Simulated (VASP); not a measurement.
# Zn10S9 (a cell with a defect) in VASP: a series of runs, part 2 of 2

VASP 6.6.1.

## Step 4: Single point, PBE

INCAR

```
SYSTEM = Zn10S9
  PREC = Accurate
  ENCUT = 520
  EDIFF = 1E-6
  ISMEAR = 0
  SIGMA = 0.02
  LREAL = Auto
  LASPH = .TRUE.
  NELM = 60
  ALGO = Normal
  ISIF = 2
  LWAVE = .FALSE.
  LCHARG = .TRUE.
  GGA = PE
  LELF = .TRUE.
  LVHAR = .TRUE.
  NBANDS = 102
```

KPOINTS

```
Automatic mesh
0
G
  2 2 2
  0 0 0
```

POSCAR

```
Zn10S9
1.0
    0.0000000000     -6.6618213955      0.0000000000
    5.7693065640     -3.3309106977      0.0000000000
    0.0000000000     -2.2206071318      9.4492875670
Zn S
10 9
Direct
    0.6707255257      0.6666551616      0.9922252798
    0.3335951917      0.3348003748      0.9933050437
    0.0017409744      0.9984889754      0.9933239870
    0.4445498876      0.6666693748      0.6655012831
    0.1111657626      0.3286017096      0.6648630339
    0.7731092177      0.0047371378      0.6648584833
    0.2081558956      0.6666688548      0.3449980728
    0.8838842913      0.3425690727      0.3397812774
    0.5597670291      0.9907778234      0.3397929185
   -0.0462994394      0.6666447618      0.1326684145
    0.5619343192      0.6666698948      0.2535441940
    0.2629071843      0.3180626614      0.2538692979
    0.9143008749      0.0152647461      0.2538771291
    0.1321759832      0.6666643482      0.5910742964
    0.8028449864      0.3358939204      0.5848195391
    0.4720606592     -0.0025509132      0.5848274762
    0.3713639844      0.6666513484      0.9112928291
    0.0301255761      0.3227091470      0.9105565831
    0.6861965607      1.0105881765      0.9105519267
```

Potentials or basis: VASP PAW PBE potentials, release 64 (Zn, S).

Launch:

```sh
$ cat potpaw_PBE.64/Zn/POTCAR potpaw_PBE.64/S/POTCAR > POTCAR
$ mpirun -np 1 vasp_std > vasp.out
```

OUTCAR:

```text
SYSTEM = Zn10S9
   PREC = Accurate
   ENCUT = 520
   EDIFF = 1E-6
   ISMEAR = 0
   LREAL = Auto
   LASPH = .TRUE.
   NELM = 60
   ISIF = 2
   GGA = PE

 ion  position               nearest neighbor table
   1  0.671  0.667  0.992-  17 2.30  19 2.38  18 2.38  11 2.47  10 2.57
   2  0.334  0.335  0.993-  19 2.30  17 2.38  18 2.38  12 2.46  10 2.58
   3  0.002  0.998  0.993-  18 2.30  17 2.38  19 2.38  13 2.46  10 2.58
   4  0.445  0.667  0.666-  17 2.32  16 2.33  15 2.33  14 2.35
   5  0.111  0.329  0.665-  18 2.32  15 2.33  16 2.34  14 2.35
   6  0.773  0.005  0.665-  19 2.32  16 2.33  15 2.34  14 2.35
   7  0.208  0.667  0.345-  11 2.32  14 2.33  13 2.40  12 2.41  10 2.95
   8  0.884  0.343  0.340-  15 2.32  13 2.32  11 2.40  12 2.40  10 2.92
   9  0.560  0.991  0.340-  16 2.32  12 2.32  11 2.40  13 2.40  10 2.92
  10  0.954  0.667  0.133-   1 2.57   3 2.58   2 2.58  12 2.59  13 2.59  11 2.61   8 2.92   9 2.92
                             7 2.95
  11  0.562  0.667  0.254-   7 2.32   8 2.40   9 2.40   1 2.47  10 2.61
  12  0.263  0.318  0.254-   9 2.32   8 2.40   7 2.41   2 2.46  10 2.59
  13  0.914  0.015  0.254-   8 2.32   9 2.40   7 2.40   3 2.46  10 2.59
  14  0.132  0.667  0.591-   7 2.33   5 2.35   6 2.35   4 2.35
  15  0.803  0.336  0.585-   8 2.32   4 2.33   5 2.33   6 2.34
  16  0.472  0.997  0.585-   9 2.32   4 2.33   6 2.33   5 2.34
[... 221 lines left out ...]
      5      -9.8150      2.00000
      6      -9.8063      2.00000
[... 805 lines left out ...]
     98       7.2725      0.00000
     99       7.2970      0.00000
 [bands above 99 left out]

------------------------ aborting loop because EDIFF is reached ----------------------------------------

  FORCE on cell =-STRESS in cart. coord.  units (eV):
  Direction    XX          YY          ZZ          XY          YZ          ZX
  --------------------------------------------------------------------------------------
  -------------------------------------------------------------------------------------
  Total        8.9339249      8.7676479      9.1833970     -0.0006585      0.1089477      0.0028688
  in kB       39.4127928     38.6792474     40.5133609     -0.0029049      0.4806321      0.0126561
  external PRESSURE =      39.5351337 kB  Pullay stress =       0.0000000 kB

 VOLUME and BASIS-vectors are now :
 -----------------------------------------------------------------------------
  energy-cutoff  :      520.00
  volume of cell :      363.17
      direct lattice vectors                 reciprocal lattice vectors
     0.000000000 -6.661821395  0.000000000    -0.086665528 -0.150109098 -0.035276028
     5.769306564 -3.330910698  0.000000000     0.173331056  0.000000000  0.000000000
     0.000000000 -2.220607132  9.449287567     0.000000000  0.000000000  0.105828084

 POSITION                                       TOTAL-FORCE (eV/Angst)
 -----------------------------------------------------------------------------------
      3.84614     -8.89216      9.37582        -0.000727      0.002334     -0.000274
      1.93157     -5.54328      9.38602         0.000184      0.000190     -0.000838
      5.76059     -5.54326      9.38620        -0.000639     -0.000502     -0.001364
      3.84622     -6.65995      6.28851        -0.000559      0.001111      0.001826
      1.89580     -3.31151      6.28248        -0.001186     -0.000062      0.001217
      0.02733     -6.64248      6.28244        -0.000900      0.000534      0.001478
[... 11 lines left out ...]
      1.86181     -3.29759      8.60411         0.003360     -0.001899     -0.000817
      0.06109     -6.62857      8.60407        -0.002787     -0.001581      0.000011
 -----------------------------------------------------------------------------------
    total drift:                                0.002020     -0.006929     -0.000957

  FREE ENERGIE OF THE ION-ELECTRON SYSTEM (eV)
  ---------------------------------------------------
  free  energy   TOTEN  =       -59.7986323659 eV

  energy  without entropy=      -59.7986323659  energy(sigma->0) =      -59.79863237
```

OSZICAR:

```text
N       E                     dE             d eps       ncg     rms          rms(c)
DAV:   1     0.168765454677E+04    0.16877E+04   -0.77844E+04  1632   0.211E+03
DAV:   2     0.244964914070E+03   -0.14427E+04   -0.13945E+04  1632   0.528E+02
DAV:   3    -0.396487044215E+02   -0.28461E+03   -0.27425E+03  1764   0.195E+02
DAV:   4    -0.630733151487E+02   -0.23425E+02   -0.23165E+02  1864   0.559E+01
DAV:   5    -0.637003325262E+02   -0.62702E+00   -0.62465E+00  1912   0.901E+00    0.239E+01
DAV:   6    -0.595998415359E+02    0.41005E+01   -0.85350E+00  2424   0.444E+01    0.175E+01
DAV:   7    -0.601070788080E+02   -0.50724E+00   -0.14409E+01  1968   0.115E+01    0.597E+00
DAV:   8    -0.597991167430E+02    0.30796E+00   -0.15224E+00  2048   0.126E+01    0.221E+00
DAV:   9    -0.597956742361E+02    0.34425E-02   -0.34305E-01  2184   0.609E+00    0.601E-01
DAV:  10    -0.597970488436E+02   -0.13746E-02   -0.34596E-02  1920   0.264E+00    0.379E-01
DAV:  11    -0.597980056856E+02   -0.95684E-03   -0.74216E-03  1864   0.447E-01    0.295E-01
DAV:  12    -0.597985920517E+02   -0.58637E-03   -0.13965E-03  2064   0.576E-01    0.921E-02
DAV:  13    -0.597986321573E+02   -0.40106E-04   -0.65591E-04  1928   0.344E-01    0.465E-02
DAV:  14    -0.597986257541E+02    0.64032E-05   -0.14439E-04  2096   0.909E-02    0.313E-02
DAV:  15    -0.597986313865E+02   -0.56324E-05   -0.48979E-05  1792   0.431E-02    0.222E-02
DAV:  16    -0.597986320795E+02   -0.69300E-06   -0.14683E-05  2008   0.581E-02    0.659E-03
DAV:  17    -0.597986323659E+02   -0.28634E-06   -0.92107E-06  1760   0.179E-02
   1 F= -.59798632E+02 E0= -.59798632E+02  d E =-.137001E-25
```

It took 10 min on 1 thread of Intel Xeon Platinum 8259CL at 2.50GHz (Skylake/Cascade Lake), shared host; peak memory 0.52 GiB.

What came out:

```yaml
Free_energy: -59.7986 eV
Pressure: 4.0 GPa
Largest_force: 0.008 eV/Å
Band_gap_on_the_k_mesh: 0.86 eV
```

Forces on the atoms (eV/Å):
```
Zn  -0.001  0.002  0.000
Zn   0.000  0.000 -0.001
Zn  -0.001 -0.001 -0.001
Zn  -0.001  0.001  0.002
Zn  -0.001  0.000  0.001
Zn  -0.001  0.001  0.001
Zn   0.000  0.007  0.004
Zn   0.005 -0.004  0.002
Zn  -0.006 -0.004  0.001
Zn   0.000  0.000 -0.002
S    0.001  0.002 -0.002
S   -0.001  0.000 -0.003
S    0.001  0.000  0.000
S    0.001 -0.003 -0.001
S   -0.001 -0.001  0.001
S    0.002 -0.001 -0.002
S    0.002  0.003  0.001
S    0.003 -0.002 -0.001
S   -0.003 -0.002  0.000
```

Caveat: the k points lie up to 0.56 Å⁻¹ apart.
